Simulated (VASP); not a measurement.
**WS2: single point with PBE+D3(BJ)**

WS2, a slab with vacuum:

```
S W
1.0
     3.28613    0.00000    0.00000
    -1.64306    2.84587    0.00000
     0.00000    0.00000   32.29053
S W
2 1
Direct
  0.33333 0.66667 0.45252
  0.33333 0.66667 0.54748
  0.66667 0.33333 0.50000
```

This cell differs from its parent crystal: biaxial strain +0.040, then relaxed in part.

```yaml
Program: VASP 6.6.1
Task: single point
Functional: PBE
Dispersion: D3(BJ)
Potentials_or_basis: VASP PAW PBE potentials, release 64 (S, W_sv)
Cutoff: 520 eV
k_mesh: 12 × 12 × 1
Occupations: gaussian, width 0.02 eV
Spin: no spin polarisation
Dipole_correction: yes
Further_INCAR_settings: ALGO = Normal; EDIFF = 1e-07; NBANDS = 20
```

| Item | Value |
| --- | --- |
| Band gap on the k mesh | 1.08 eV (least direct gap 1.44 eV) |
| Dispersion energy per atom | -0.288 eV |

Forces in eV/Å, atoms in the order of the input:
```
S    0.000  0.000 -0.002
S    0.000  0.000  0.002
W    0.000  0.000  0.000
```

Levels at points of the mesh, in eV from the valence-band top:
| k point | band 11 | band 12 | band 13 | band 14 | band 15 | band 16 |
| --- | --- | --- | --- | --- | --- | --- |
| (0.00, 0.00, 0.00) | -2.15 | -2.04 | 0.00 | 2.36 | 2.36 | 2.62 |
| (0.50, 0.00, 0.00) | -2.14 | -1.85 | -1.12 | 2.12 | 2.56 | 3.67 |

Run time: 92 s on 1 thread of AMD EPYC 9R45 96-Core Processor (Zen 5), with other jobs on the host, peak memory 0.39 GiB.

Caveat: the cell differs from its parent crystal (biaxial strain +0.040, then relaxed in part); spin-orbit coupling is left out, which moves the levels of the heavy elements.
